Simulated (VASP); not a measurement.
Wanted: the native input for a VASP 6.6.1 run.

```
Task                   : single point
Functional             : PBEsol
Potentials or basis    : VASP PAW PBE potentials, release 64 (Ag)
Cutoff                 : 520 eV
k mesh                 : 20 × 20 × 20
Occupations            : gaussian, width 0.15 eV
Spin                   : no spin polarisation
Dipole correction      : no
Further INCAR settings : ALGO = Fast; EDIFF = 1e-06; NBANDS = 12
```

The structure of Ag lies in POSCAR:

```
Ag
1.0
   -1.6970453500      1.6970453500      1.7384367000
    1.6970453500     -1.6970453500      1.7384367000
    1.6970453500      1.6970453500     -1.7384367000
Ag
1
Direct
    0.0000000000      0.0000000000      0.0000000000
```

This cell differs from its parent crystal: strain +0.025 along x and y, +0.050 along z.

The input as run:

INCAR

```
SYSTEM = Ag
ALGO = Fast
EDIFF = 1E-6
ENCUT = 520
GGA = PS
ISIF = 2
ISMEAR = 0
LASPH = .True.
LCHARG = .False.
LREAL = .False.
LWAVE = .False.
NBANDS = 12
NELM = 80
PREC = Accurate
SIGMA = 0.15
```

KPOINTS

```
k-points
0
Gamma
  20 20 20
  0 0 0
```

Potentials or basis: VASP PAW PBE potentials, release 64 (Ag).

The run is started by

```console
$ cat potpaw_PBE.64/Ag/POTCAR > POTCAR
$ mpirun -np 1 vasp_std > vasp.out
```

Results of the run:

```
Pressure : -12.3 GPa
```

Caveat: the cell differs from its parent crystal (strain +0.025 along x and y, +0.050 along z); the PAW data sets were made with another functional, which shifts forces and pressure a little.

Run time: 4.6 min on 1 thread of AMD EPYC 7R13 (shared host), peak memory 0.23 GiB.
